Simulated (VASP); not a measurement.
Here is a VASP 6.6.1 calculation.

The input INCAR:

```
SYSTEM = PtSe2
ALGO     = Normal         ! electronic algorithm
EDIFF    = 1E-6           ! SCF threshold, eV
ENCUT    = 520            ! plane-wave cutoff, eV
GGA      = PS             ! functional
ISIF     = 2              ! what is computed and relaxed
ISMEAR   = 0              ! smearing method
IVDW     = 12             ! dispersion correction
LASPH    = .True.         ! aspherical terms in the spheres
LCHARG   = .True.         ! write CHGCAR
LELF     = .True.         ! ELF
LREAL    = .False.        ! projectors in reciprocal space
LVHAR    = .True.       
LWAVE    = .False.        ! write WAVECAR
NBANDS   = 18             ! bands
NELM     = 60             ! most SCF steps
PREC     = Accurate       ! precision mode
SIGMA    = 0.15           ! smearing width, eV
```

File KPOINTS:

```
k-points
0
Gamma
  12 12 8
  0 0 0
```

Contents of POSCAR:

```
PtSe2
1.0
    3.4584497593      0.0000000000      0.0000000000
   -1.7292248796      2.9951053492      0.0000000000
    0.0000000000      0.0000000000      4.6296715343
Pt Se
1 2
Direct
    0.0000000000      0.0000000000      0.0000000000
    0.3333333333      0.6666666667      0.2721511594
    0.6666666667      0.3333333333      0.7278488406
```

Potentials or basis: VASP PAW PBE potentials, release 64 (Pt, Se).

Command:

```console
$ cat potpaw_PBE.64/Pt/POTCAR potpaw_PBE.64/Se/POTCAR > POTCAR
$ mpirun -np 1 vasp_std > vasp.out
```

(1) Estimate the dispersion energy per atom.

(2) Estimate the pressure.

(3) Predict the band gap on the k mesh.

Results:

(1) -0.545 eV.

(2) 38.3 GPa.

(3) zero (band 11 reaches 10.95 eV, above the bottom of band 12 at 9.93 eV).

Caveat: the cell differs from its parent crystal (normal strain along x -0.0750, normal strain along y -0.0750); the PAW data sets were made with another functional, which shifts forces and pressure a little; spin-orbit coupling is left out, which moves the levels of the heavy elements; pairwise dispersion overbinds metals, which lowers pressure and volume.
